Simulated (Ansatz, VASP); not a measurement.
**CdO in VASP and in Ansatz**

```
CELL_PARAMETERS angstrom
0.00000 2.38665 2.38665
2.38665 0.00000 2.38665
2.38665 2.38665 0.00000
ATOMIC_POSITIONS crystal
Cd 0.00000 0.00000 0.00000
O 0.50000 0.50000 0.50000
```

Change from the starting cell: volume scaled by 1.05, PAW files.

Alike in both runs: task electric field gradients; functional PBE; k mesh 11 × 11 × 11; occupations fermi-dirac, width 0.02 eV; no spin polarisation.

|  | VASP | Ansatz |
| --- | --- | --- |
| version | VASP 6.6.1 | Ansatz 0.2.0 |
| potentials or method | VASP PAW PBE potentials, release 64 (Cd, O) | PAW with Ansatz's default frozen-core files, scalar-relativistic |
| plane-wave cutoff (eV) | 520 | 420 |
| valence electrons in the cell | 18 | 26 |

Ansatz gave:

* pressure (GPa): -0.4

Problem. Estimate VASP's values.

Solution. Pressure (GPa): 0.8.

VASP's potentials hold 18 valence electrons a cell and Ansatz's 26, so a difference there can come from the potentials and not from the codes.
